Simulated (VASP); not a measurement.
# BN (hexagonal boron nitride) (P6_3/mmc) in VASP: single point with LDA

Aim: the single point of BN (hexagonal boron nitride) with LDA.

Everything below comes from runs of VASP 6.6.1. Logs are shortened: lines on timing, memory, paths and dates and some standing lists are left out, and cuts for length are marked.

## Step 1: The cell of the first run

It takes space group P6_3/mmc (No. 194, hexagonal). The conventional cell has a = 2.489 Å, b = 2.489 Å, c = 6.493 Å, α = 90.00°, β = 90.00°, γ = 120.00°. Within 1.9 Å of B (site symmetry -6m2) lie 3 N at 1.44 Å. Within 1.9 Å of N (site symmetry -6m2) lie 3 B at 1.44 Å.

## Step 2: Single point, LDA

INCAR

```
  PREC = Accurate
  ENCUT = 520
  EDIFF = 1E-6
  ISMEAR = 0
  SIGMA = 0.01
  LREAL = F
  LASPH = T
  NELM = 60
  ALGO = Normal
  ISIF = 2
  LWAVE = F
  LCHARG = F
  NBANDS = 16
```

KPOINTS

```
regular mesh
0
Gamma
  12 12 4
```

POSCAR

```
BN
1.0
    2.4890389570      0.0000000000      0.0000000000
   -1.2445194785      2.1555709678      0.0000000000
    0.0000000000      0.0000000000      6.4926034150
B N
2 2
Direct
    0.3333333333      0.6666666667      0.2500000000
    0.6666666667      0.3333333333      0.7500000000
    0.6666666667      0.3333333333      0.2500000000
    0.3333333333      0.6666666667      0.7500000000
```

Potentials or basis: VASP PAW LDA potentials, release 64 (B, N).

The run is started by

```console
$ cat potpaw_LDA.64/B/POTCAR potpaw_LDA.64/N/POTCAR > POTCAR
$ mpirun -np 1 vasp_std > vasp.out
```

OUTCAR:

```text
PREC = Accurate
   ENCUT = 520
   EDIFF = 1E-6
   ISMEAR = 0
   LREAL = F
   LASPH = T
   NELM = 60
   ISIF = 2

 ion  position               nearest neighbor table
   1  0.333  0.667  0.250-   3 1.44   3 1.44   3 1.44
   2  0.667  0.333  0.750-   4 1.44   4 1.44   4 1.44
   3  0.667  0.333  0.250-   1 1.44   1 1.44   1 1.44
   4  0.333  0.667  0.750-   2 1.44   2 1.44   2 1.44

  LATTYP: Found a hexagonal cell.
 ALAT       =     2.4890389570
 C/A-ratio  =     2.6084780219

  Lattice vectors:

 A1 = (   2.4890389570,   0.0000000000,   0.0000000000)
 A2 = (  -1.2445194785,   2.1555709678,   0.0000000000)
 A3 = (   0.0000000000,   0.0000000000,   6.4926034150)

Analysis of symmetry for initial positions (statically):
=====================================================================
 Subroutine PRICEL returns:
 Original cell was already a primitive cell.

 Routine SETGRP: Setting up the symmetry group for a
 hexagonal supercell.

 Subroutine GETGRP returns: Found 24 space group operations
 (whereof 12 operations were pure point group operations)
 out of a pool of 24 trial point group operations.

The static configuration has the point symmetry D_3d.
 The point group associated with its full space group is D_6h.

Analysis of symmetry for dynamics (positions and initial velocities):
=====================================================================
 Subroutine PRICEL returns:
 Original cell was already a primitive cell.

 Routine SETGRP: Setting up the symmetry group for a
 hexagonal supercell.

 Subroutine GETGRP returns: Found 24 space group operations
 (whereof 12 operations were pure point group operations)
 out of a pool of 24 trial point group operations.

The dynamic configuration has the point symmetry D_3d.
 The point group associated with its full space group is D_6h.

 Subroutine INISYM returns: Found 24 space group operations
 (whereof 12 operations are pure point group operations),
 and found     1 'primitive' translations

----------------------------------------------------------------------------------------

                                     Primitive cell

  volume of cell :      34.8348

  direct lattice vectors                    reciprocal lattice vectors
     2.489038957  0.000000000  0.000000000     0.401761490  0.231957104  0.000000000
    -1.244519478  2.155570968  0.000000000     0.000000000  0.463914209  0.000000000
     0.000000000  0.000000000  6.492603415     0.000000000  0.000000000  0.154021420

  length of vectors
     2.489038957  2.489038957  6.492603415     0.463914209  0.463914209  0.154021420

  position of ions in fractional coordinates (direct lattice)
     0.333333333  0.666666667  0.250000000
     0.666666667  0.333333333  0.750000000
     0.666666667  0.333333333  0.250000000
     0.333333333  0.666666667  0.750000000

  ion indices of the primitive-cell ions
   primitive index   ion index
                 1           1
                 2           2
                 3           3
                 4           4

----------------------------------------------------------------------------------------

 KPOINTS: regular mesh

Automatic generation of k-mesh.
 Grid dimensions read from file:
 generate k-points for:   12   12    4

 Generating k-lattice:

  Cartesian coordinates                     Fractional coordinates (reciprocal lattice)
     0.033480124  0.019329759  0.000000000     0.083333333  0.000000000  0.000000000
     0.000000000  0.038659517  0.000000000     0.000000000  0.083333333  0.000000000
     0.000000000  0.000000000  0.038505355     0.000000000  0.000000000  0.250000000

  Length of vectors
     0.038659517  0.038659517  0.038505355

  Shift w.r.t. Gamma in fractional coordinates (k-lattice)
     0.000000000  0.000000000  0.000000000

 Subroutine IBZKPT returns following result:
 ===========================================

 Found     57 irreducible k-points:

 Following reciprocal coordinates:
            Coordinates               Weight
  0.000000  0.000000  0.000000      1.000000
  0.083333  0.000000  0.000000      6.000000
  0.166667 -0.000000  0.000000      6.000000
  0.250000 -0.000000  0.000000      6.000000
  0.333333 -0.000000  0.000000      6.000000
  0.416667 -0.000000  0.000000      6.000000
[... 16 lines left out ...]
  0.250000 -0.000000  0.250000     12.000000
  0.333333 -0.000000  0.250000     12.000000
 [... further k-points ...]
   k-points           NKPTS =     57   k-points in BZ     NKDIM =     57   number of bands    NBANDS=     16
   number of dos      NEDOS =    301   number of ions     NIONS =      4
   total plane-waves  NPLWV =  19200
   dimension x,y,z NGX =    20 NGY =   20 NGZ =   48
   dimension x,y,z NGXF=    40 NGYF=   40 NGZF=   96
   ions per type =               2   2
   NGX,Y,Z   is equivalent  to a cutoff of  13.36, 13.36, 12.29 a.u.
   NGXF,Y,Z  is equivalent  to a cutoff of  26.72, 26.72, 24.58 a.u.
 SYSTEM =  unknown system
   PREC   = accura    normal or accurate (medium, high low for compatibility)
   ISTART =      0    job   : 0-new  1-cont  2-samecut
   ICHARG =      2    charge: 1-file 2-atom 10-const
   ISPIN  =      1    spin polarized calculation?
   LNONCOLLINEAR =      F non collinear calculations
   LSORBIT =      F    spin-orbit coupling
   LASPH  =      T    aspherical Exc in radial PAW
   ENCUT  =  520.0 eV  38.22 Ry    6.18 a.u.   4.63  4.63 12.07*2*pi/ulx,y,z
   NELM   =     60;   NELMIN=  2; NELMDL= -5     # of ELM steps
   EDIFF  = 0.1E-05   stopping-criterion for ELM
   LREAL  =      F    real-space projection
   EDIFFG = 0.1E-04   stopping-criterion for IOM
   NSW    =      0    number of steps for IOM
   IBRION =     -1    ionic relax: 0-MD 1-quasi-New 2-CG
   NFREE  =      0    steps in history (QN), initial steepest desc. (CG)
   ISIF   =      2    stress and relaxation
   ISYM   =      2    0-nonsym 1-usesym 2-fastsym
   POTIM  = 0.5000    time-step for ionic-motion
   TEBEG  =    0.0;   TEEND  =   0.0 temperature during run
   PSTRESS=    0.0 pullay stress
   NELECT =      16.0000    total number of electrons
   NUPDOWN=      -1.0000    fix difference up-down
   EMIN   =  10.00;   EMAX   =-10.00  energy-range for DOS
   EFERMI =   0.00;   METHOD = LEGACY
   ISMEAR =     0;   SIGMA  =   0.01  broadening in eV -4-tet -1-fermi 0-gaus
   EFERMI_NEDOS =   21; number of points for ismear=-14 and -15
   IALGO  =     38    algorithm
   IMIX   =      4    mixing-type and parameters
     AMIX     =   0.40;   BMIX     =  1.00
     AMIX_MAG =   1.60;   BMIX_MAG =  1.00
  volume/ion in A,a.u.               =       8.71        58.77
  Fermi-wavevector in a.u.,A,eV,Ry     =   1.263118  2.386947 21.707641  1.595467
  Thomas-Fermi vector in A             =   2.396491
   LORBIT       =      0    0 simple, 1 ext, 2 COOP (PROOUT), +10 PAW based schemes
   GGA     = CA    functional components
   LHFCALC =     F    Hartree Fock is set to
   AEXX    =    0.0000 exact exchange contribution
   IVDW    =     0    specifies the selected vdW correction
   LEPSILON=     F    determine dielectric tensor
   LRPA    =     F    only Hartree local field effects (RPA)
 non-spin polarized calculation
 Gauss-broadening in eV      SIGMA  =   0.01
  energy-cutoff  :      520.00
  volume of cell :       34.83
 maximum number of plane-waves:       961
 NGX is ok and might be reduce to    20
   NGX =  9   NGY =  9   NGZ = 25

 number of electron      16.0000002 magnetization

 Free energy of the ion-electron system (eV)
  ---------------------------------------------------
  ext. energy  EPLUGINS =         0.00000000
  ---------------------------------------------------
  free energy    TOTEN  =       -38.58050222 eV

  energy without entropy =      -38.58050222  energy(sigma->0) =      -38.58050222

 E-fermi :   2.4849     XC(G=0): -10.6993

 val. band max:        2.4329593568   @ k =   0.3333   0.2500   0.0000
 cond. band min:       6.4840018756   @ k =   0.5000  -0.0000   0.0000
 fundamental gap:      4.0510425188
 Fermi energy:         2.4849373192

 k-point     1 :       0.0000    0.0000    0.0000
  band No.  band energies     occupation
      1     -15.3086      2.00000
      2     -14.9382      2.00000
      3      -4.1106      2.00000
      4      -1.6623      2.00000
      5       1.0927      2.00000
      6       1.0927      2.00000
[... 8 lines left out ...]
     15      15.1654      0.00000
     16      15.4960      0.00000

 k-point     2 :       0.0833    0.0000    0.0000
  band No.  band energies     occupation
      1     -15.1701      2.00000
      2     -14.8055      2.00000
      3      -3.9196      2.00000
      4      -1.4923      2.00000
      5       0.5401      2.00000
      6       0.5825      2.00000
[... 8 lines left out ...]
     15      14.9768      0.00000
     16      15.5968      0.00000

 k-point     3 :       0.1667   -0.0000    0.0000
  band No.  band energies     occupation
      1     -14.7622      2.00000
      2     -14.4150      2.00000
      3      -3.3530      2.00000
      4      -0.9930      2.00000
      5      -0.8697      2.00000
      6      -0.8171      2.00000
[... 8 lines left out ...]
     15      16.3582      0.00000
     16      16.6344      0.00000

 k-point     4 :       0.2500   -0.0000    0.0000
  band No.  band energies     occupation
      1     -14.1098      2.00000
      2     -13.7932      2.00000
      3      -2.6732      2.00000
      4      -2.5943      2.00000
      5      -2.4347      2.00000
      6      -0.5706      2.00000
[... 8 lines left out ...]
     15      17.8481      0.00000
     16      18.5195      0.00000
[... 324 lines left out ...]
 k-point    22 :       0.1667   -0.0000    0.2500
  band No.  band energies     occupation
      1     -14.7145      2.00000
      2     -14.4692      2.00000
      3      -3.0707      2.00000
      4      -1.4476      2.00000
      5      -0.8553      2.00000
      6      -0.7977      2.00000
[... 8 lines left out ...]
     15      16.2391      0.00000
     16      16.3369      0.00000

 k-point    23 :       0.2500   -0.0000    0.2500
  band No.  band energies     occupation
      1     -14.0660      2.00000
      2     -13.8423      2.00000
      3      -2.6897      2.00000
      4      -2.6152      2.00000
      5      -2.1299      2.00000
      6      -0.5906      2.00000
[... 8 lines left out ...]
     15      18.5372      0.00000
     16      18.6331      0.00000

 k-point    24 :       0.3333   -0.0000    0.2500
  band No.  band energies     occupation
      1     -13.2393      2.00000
      2     -13.0507      2.00000
      3      -4.4708      2.00000
      4      -4.3969      2.00000
      5      -1.2003      2.00000
      6      -1.1469      2.00000
[... 8 lines left out ...]
     15      19.2365      0.00000
     16      21.1503      0.00000

 [... further k-points ...]
[... 5 lines left out ...]
  --------------------------------------------------------------------------------------
  -------------------------------------------------------------------------------------
  Total        0.1583169      0.1583169     -0.0421631      0.0000000      0.0000000      0.0000000
  in kB        7.2815689      7.2815689     -1.9392331      0.0000000      0.0000000      0.0000000
  external PRESSURE =       4.2079682 kB  Pullay stress =       0.0000000 kB

 VOLUME and BASIS-vectors are now :
 -----------------------------------------------------------------------------
  energy-cutoff  :      520.00
  volume of cell :       34.83
      direct lattice vectors                 reciprocal lattice vectors
     2.489038957  0.000000000  0.000000000     0.401761490  0.231957104  0.000000000
    -1.244519478  2.155570968  0.000000000     0.000000000  0.463914209  0.000000000
     0.000000000  0.000000000  6.492603415     0.000000000  0.000000000  0.154021420

 POSITION                                       TOTAL-FORCE (eV/Angst)
 -----------------------------------------------------------------------------------
     -0.00000      1.43705      1.62315         0.000000      0.000000      0.000000
      1.24452      0.71852      4.86945         0.000000     -0.000000      0.000000
      1.24452      0.71852      1.62315        -0.000000      0.000000      0.000000
     -0.00000      1.43705      4.86945         0.000000     -0.000000      0.000000
 -----------------------------------------------------------------------------------
    total drift:                               -0.000000      0.000000      0.000000

  FREE ENERGIE OF THE ION-ELECTRON SYSTEM (eV)
  ---------------------------------------------------
  free  energy   TOTEN  =       -38.5805022239 eV

  energy  without entropy=      -38.5805022239  energy(sigma->0) =      -38.58050222
```

It took 34 s on 1 thread of AMD EPYC 7R43 (Zen 3), shared host; peak memory 0.11 GiB.

Results:

```yaml
Free_energy: -38.5805 eV
Pressure: 0.4 GPa
Band_gap_on_the_k_mesh: 4.05 eV, indirect (least direct gap 4.47 eV)
```

Stress tensor (GPa, compression positive):
```
 0.73  0.00  0.00
 0.00  0.73  0.00
 0.00  0.00 -0.19
```

A k mesh can miss the band edges. As with any semilocal functional, this LDA gap is likely too small.
